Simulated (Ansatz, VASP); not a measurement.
# Lu12C: VASP beside Ansatz

```xyz
13
Lattice="7.0200 0.0000 0.0000 -5.2650 9.1192 0.0000 0.0000 0.0000 5.5633" Properties=species:S:1:pos:R:3 pbc="T T T"
Lu   -0.0186    0.0102    0.1144
Lu    0.0402    2.1591    2.7343
Lu   -1.8037    3.0883   -0.0117
Lu   -1.7630    5.0414    2.8055
Lu   -3.5478    6.0513    0.0269
Lu   -3.3859    8.0357    2.7707
Lu    3.4894   -0.0335    0.0190
Lu    3.5448    2.0293    2.6858
Lu    1.7588    3.1144   -0.0486
Lu    1.7820    5.0438    2.7518
Lu   -0.0953    6.0320    0.0337
Lu   -0.0293    8.0568    2.8091
C     0.0521    0.0320    3.4144
```

Alike in both runs: functional PBE; k mesh 2 × 1 × 2; occupations fermi-dirac, width 0.1 eV; no spin polarisation.

Ansatz relaxed the structure, and its values are those at the end. VASP's run is a single point on that final structure, the one shown.

|  | VASP | Ansatz |
| --- | --- | --- |
| version | VASP 6.6.1 | Ansatz 0.2.0 |
| potentials or method | VASP PAW PBE potentials, release 64 (Lu, C), cutoff 520 eV | scalar-relativistic, plane waves, PAW |
| valence electrons in the cell | 304 | 304 |

Ansatz gave:

* rms of the force components (eV/Å): 0.016

Question: Which values does VASP return?

Answer: rms of the force components (eV/Å): 0.024.

The k mesh is coarse, so the values compare programs but aren't converged. Neither program's run includes spin-orbit coupling.
